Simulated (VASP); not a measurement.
Crystal: NaWSe3.

```
CELL_PARAMETERS angstrom
2.80028 -3.56361 0.00000
2.80028 3.56361 0.00000
0.00000 0.00000 5.91181
ATOMIC_POSITIONS crystal
Na 0.50000 0.50000 0.50000
W 0.00000 0.00000 0.00000
Se 0.65930 0.34070 0.00000
Se 0.34070 0.65930 0.00000
Se 0.00000 0.00000 0.50000
```

The cell was built from a structure type or drawn by symmetry, and may not be a known phase.

| Property | Result |
| --- | --- |
| Program | VASP 6.6.1 |
| Task | relaxation of cell and atoms |
| Functional | PBE |
| Potentials or basis | VASP PAW PBE potentials, release 64 (Na_pv, W_sv, Se) |
| Cutoff | 600 eV |
| k mesh | 4 × 4 × 4 |
| Occupations | gaussian, width 0.1 eV |
| Spin | collinear spin, zero start |
| Starting moments | [0.0, 0.0, 0.0, 0.0, 0.0] μB |

At the start: pressure 2.1 GPa; volume 23.60 Å³/atom.

**Question.** Where does the relaxation end?

**Answer.** Over 11 steps the energy falls by 528.7 meV/atom and the volume is 21.51 Å³/atom (-8.8 %); space group Cmmm (No. 65, to 0.1 Å) before and after; moment 0.00 μB per cell.

Step by step:
```csv
step,energy change (eV),largest force (eV/Å),pressure (GPa),volume (Å³)
1,0.0000,3.0787,2.13,117.99
2,-2.0347,0.0036,-6.75,121.72
3,-2.0426,0.0108,-6.85,121.79
4,-2.5309,0.8106,2.45,105.04
5,-2.5402,0.7174,1.00,106.74
6,-2.6237,0.2515,1.95,105.76
7,-2.6266,0.3164,1.73,105.91
8,-2.6377,0.0484,-1.10,109.25
9,-2.6414,0.1316,-0.20,108.11
10,-2.6430,0.0761,-0.11,107.91
11,-2.6436,0.0225,0.07,107.55
```

Final structure:
```
CELL_PARAMETERS angstrom
2.63923 -4.14239 0.00000
2.63923 4.14239 0.00000
0.00000 0.00000 4.91885
ATOMIC_POSITIONS crystal
Na 0.50000 0.50000 0.50000
W 0.00000 0.00000 0.00000
Se 0.67759 0.32241 0.00000
Se 0.32241 0.67759 0.00000
Se 0.00000 0.00000 0.50000
```

Caveat: a cell axis changed by over 15 % at a fixed basis, so the end point is rough.
